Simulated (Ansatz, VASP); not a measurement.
Cr4F in VASP and in Ansatz

```
CELL_PARAMETERS angstrom
-2.10756 3.14555 2.10756
3.08583 -3.14555 3.08583
2.10756 3.14555 -2.10756
ATOMIC_POSITIONS crystal
Cr 0.50000 0.50000 0.50000
Cr 0.00000 0.00000 0.50000
Cr 0.00000 0.50000 0.00000
Cr 0.50000 0.00000 0.00000
F 0.00000 0.00000 0.00000
```

Alike in both runs: functional PBE; k mesh 6 × 6 × 6; occupations gaussian, width 0.1 eV; collinear spin.

Ansatz relaxed the structure, and its values are those at the end. VASP's run is a single point on that final structure, the one shown.

```csv
,VASP,Ansatz
version,VASP 6.6.1,Ansatz 0.2.0
potentials or method,"VASP PAW PBE potentials, release 64 (Cr_pv, F), cutoff 520 eV","scalar-relativistic, plane waves, PAW"
valence electrons in the cell,55,63
```

```csv
,VASP,Ansatz,Ansatz less VASP
gap on the k mesh at the Fermi level (eV),none,none,-
pressure (GPa),0.1,0.0,-0.06
net moment per atom (μB),0.13,0.13,0.000
size of the moment on the site where the two differ most (μB),3.40,2.95,-0.451
```

Site moments also hang on the region over which each program counts them. A gap of «none» marks a metal or a gap that the smearing closes. VASP's potentials hold 55 valence electrons a cell and Ansatz's 63, so a difference there can come from the potentials and not from the codes.
